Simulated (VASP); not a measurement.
# Cr (Pm-3m) in VASP: further runs, part 2 of 2

VASP 6.6.1.

### Step 4. Single point, LDA, collinear spin, ferromagnetic start

This run uses another cell than the first one: it holds 1 atom, not 2.

File INCAR:

```
SYSTEM = Cr
ALGO = Normal
EDIFF = 1E-7
ENCUT = 520
ISIF = 2
ISMEAR = -1
ISPIN = 2
LASPH = .TRUE.
LCHARG = .FALSE.
LMAXMIX = 4
LORBIT = 11
LREAL = .FALSE.
LWAVE = .FALSE.
MAGMOM = 1.5
NBANDS = 16
NELM = 150
PREC = Accurate
SIGMA = 0.05
```

File KPOINTS:

```
k-points
0
G
  22 22 22
  0 0 0
```

File POSCAR:

```
Cr
1.0
    2.2812180900      0.0000000000      0.0000000000
    0.0000000000      2.2812180900      0.0000000000
    0.0000000000      0.0000000000      2.2812180900
Cr
1
Direct
    0.0000000000      0.0000000000      0.0000000000
```

Potentials or basis: VASP PAW LDA potentials, release 64 (Cr_pv).

On the command line:

```sh
cat potpaw_LDA.64/Cr_pv/POTCAR > POTCAR
mpirun -np 1 vasp_std > vasp.out
```

OUTCAR:

```text
SYSTEM = Cr
   EDIFF = 1E-7
   ENCUT = 520
   ISIF = 2
   ISMEAR = -1
   ISPIN = 2
   LASPH = .TRUE.
   LORBIT = 11
   LREAL = .FALSE.
   NELM = 150
   PREC = Accurate

 ion  position               nearest neighbor table
   1  0.000  0.000  0.000-

  LATTYP: Found a simple cubic cell.
 ALAT       =     2.2812180900

  Lattice vectors:

 A1 = (   2.2812180900,   0.0000000000,   0.0000000000)
 A2 = (   0.0000000000,   2.2812180900,   0.0000000000)
 A3 = (   0.0000000000,   0.0000000000,   2.2812180900)

Analysis of symmetry for initial positions (statically):
=====================================================================
 Subroutine PRICEL returns:
 Original cell was already a primitive cell.

 Routine SETGRP: Setting up the symmetry group for a
 simple cubic supercell.

 Subroutine GETGRP returns: Found 48 space group operations
 (whereof 48 operations were pure point group operations)
 out of a pool of 48 trial point group operations.

The static configuration has the point symmetry O_h .

Analysis of symmetry for dynamics (positions and initial velocities):
=====================================================================
 Subroutine PRICEL returns:
 Original cell was already a primitive cell.

 Routine SETGRP: Setting up the symmetry group for a
 simple cubic supercell.

 Subroutine GETGRP returns: Found 48 space group operations
 (whereof 48 operations were pure point group operations)
 out of a pool of 48 trial point group operations.

The dynamic configuration has the point symmetry O_h .

Analysis of structural, dynamic, and magnetic symmetry:
=====================================================================
 Subroutine PRICEL returns:
 Original cell was already a primitive cell.

 Routine SETGRP: Setting up the symmetry group for a
 simple cubic supercell.

 Subroutine GETGRP returns: Found 48 space group operations
 (whereof 48 operations were pure point group operations)
 out of a pool of 48 trial point group operations.

The overall configuration has the point symmetry O_h .

[... 125 lines left out ...]
   LEPSILON=     F    determine dielectric tensor
   LRPA    =     F    only Hartree local field effects (RPA)
 spin polarized calculation
  energy-cutoff  :      520.00
  volume of cell :       11.87
 maximum number of plane-waves:       328
 NGX is ok and might be reduce to    18

 number of electron      11.9999988 magnetization      -0.0003738

 number of electron      11.9999988 magnetization       0.0000278

 Free energy of the ion-electron system (eV)
  ---------------------------------------------------
  ext. energy  EPLUGINS =         0.00000000
  ---------------------------------------------------
  free energy    TOTEN  =        -9.59784508 eV

  energy without entropy =       -9.58660259  energy(sigma->0) =       -9.59222383

 E-fermi :  10.4852     XC(G=0): -13.7048

 val. band max:       10.4792937793   @ k =   0.5000   0.1818   0.0909
 cond. band min:      10.4868722570   @ k =   0.5000   0.4091   0.1364
 fundamental gap:      0.0075784777
 Fermi energy:        10.4851974788

 spin component 1

 k-point     1 :       0.0000    0.0000    0.0000
  band No.  band energies     occupation
      1     -31.5516      1.00000
      2     -31.5516      1.00000
      3     -31.5516      1.00000
      4       2.9356      1.00000
      5       6.9903      1.00000
      6       6.9903      1.00000
[... 435 lines left out ...]
      5       7.1916      1.00000
      6       7.3504      1.00000
[... 8 lines left out ...]
     15      38.6404      0.00000
     16      42.8648      0.00000

 [... further k-points ...]

 spin component 2

 k-point     1 :       0.0000    0.0000    0.0000
  band No.  band energies     occupation
      1     -31.5516      1.00000
      2     -31.5516      1.00000
      3     -31.5516      1.00000
      4       2.9356      1.00000
      5       6.9903      1.00000
      6       6.9904      1.00000
[... 435 lines left out ...]
      5       7.1916      1.00000
      6       7.3504      1.00000
[... 8 lines left out ...]
     15      38.6404      0.00000
     16      42.8648      0.00000

 [... further k-points ...]
[... 5 lines left out ...]
  --------------------------------------------------------------------------------------
  -------------------------------------------------------------------------------------
  Total        0.0480877      0.0480877      0.0480877      0.0000000      0.0000000      0.0000000
  in kB        6.4899955      6.4899955      6.4899955      0.0000000      0.0000000      0.0000000
  external PRESSURE =       6.4899955 kB  Pullay stress =       0.0000000 kB

 VOLUME and BASIS-vectors are now :
 -----------------------------------------------------------------------------
  energy-cutoff  :      520.00
  volume of cell :       11.87
      direct lattice vectors                 reciprocal lattice vectors
     2.281218090  0.000000000  0.000000000     0.438362296  0.000000000  0.000000000
     0.000000000  2.281218090  0.000000000     0.000000000  0.438362296  0.000000000
     0.000000000  0.000000000  2.281218090     0.000000000  0.000000000  0.438362296

 POSITION                                       TOTAL-FORCE (eV/Angst)
 -----------------------------------------------------------------------------------
      0.00000      0.00000      0.00000         0.000000      0.000000      0.000000
 -----------------------------------------------------------------------------------
    total drift:                                0.000000      0.000000      0.000000

  FREE ENERGIE OF THE ION-ELECTRON SYSTEM (eV)
  ---------------------------------------------------
  free  energy   TOTEN  =        -9.5978450793 eV

  energy  without entropy=       -9.5866025888  energy(sigma->0) =       -9.59222383

 total charge

# of ion       s       p       d       tot
------------------------------------------
    1        0.450   6.327   4.463  11.240

 magnetization (x)

# of ion       s       p       d       tot
------------------------------------------
    1       -0.000   0.000   0.000   0.000
```

OSZICAR:

```text
N       E                     dE             d eps       ncg     rms          rms(c)
DAV:   1     0.821591727741E+02    0.82159E+02   -0.61357E+03 23936   0.848E+02
DAV:   2    -0.880531868295E+01   -0.90964E+02   -0.85848E+02 25056   0.246E+02
DAV:   3    -0.103675661873E+02   -0.15622E+01   -0.15602E+01 26920   0.361E+01
DAV:   4    -0.103732105412E+02   -0.56444E-02   -0.56443E-02 25696   0.214E+00
DAV:   5    -0.103732527938E+02   -0.42253E-04   -0.42252E-04 26872   0.167E-01    0.115E+01
DAV:   6    -0.962178132396E+01    0.75147E+00   -0.16503E+00 25640   0.203E+01    0.190E+00
DAV:   7    -0.960690261952E+01    0.14879E-01   -0.31880E-02 23912   0.198E+00    0.120E+00
DAV:   8    -0.960019095780E+01    0.67117E-02   -0.20529E-03 26048   0.467E-01    0.693E-01
DAV:   9    -0.959776439948E+01    0.24266E-02   -0.12056E-03 25656   0.358E-01    0.829E-02
DAV:  10    -0.959783495375E+01   -0.70554E-04   -0.66900E-05 25360   0.827E-02    0.265E-02
DAV:  11    -0.959784341922E+01   -0.84655E-05   -0.19382E-06 25944   0.125E-02    0.102E-02
DAV:  12    -0.959784478574E+01   -0.13665E-05   -0.42349E-07 24552   0.463E-03    0.425E-03
DAV:  13    -0.959784505526E+01   -0.26952E-06   -0.71758E-08 20680   0.224E-03    0.177E-03
DAV:  14    -0.959784507927E+01   -0.24007E-07   -0.11496E-08 12336   0.153E-03
   1 F= -.95978451E+01 E0= -.95922238E+01  d E =-.112425E-01  mag=    -0.0000
```

stdout:

```text
POSCAR found type information on POSCAR Cr
 POSCAR found :  1 types and       1 ions
 scaLAPACK will be used
 LDA part: xc-table for (Slater(with rela. corr.)+CA(PZ))
 , standard interpolation
 POSCAR, INCAR and KPOINTS ok, starting setup
 FFT: planning ... GRIDC
 FFT: planning ... GRID_SOFT
 FFT: planning ... GRID
 WAVECAR not read
 entering main loop
```

Wall time 2.6 min (1 thread of Intel Xeon 8259CL, shared host); peak memory 0.2 GiB.

Results:

```yaml
Free_energy: -9.5978 eV
Pressure: 0.6 GPa
Band_gap_on_the_k_mesh: zero (filled and empty bands overlap)
Net_moment: 0.00 μB per cell
Valence_electrons_inside_the_program's_atomic_spheres: Cr 11.24
```

Caveat: an empty level that is flat over the whole mesh can mark a ghost state of the potentials, or a narrow d or f band.
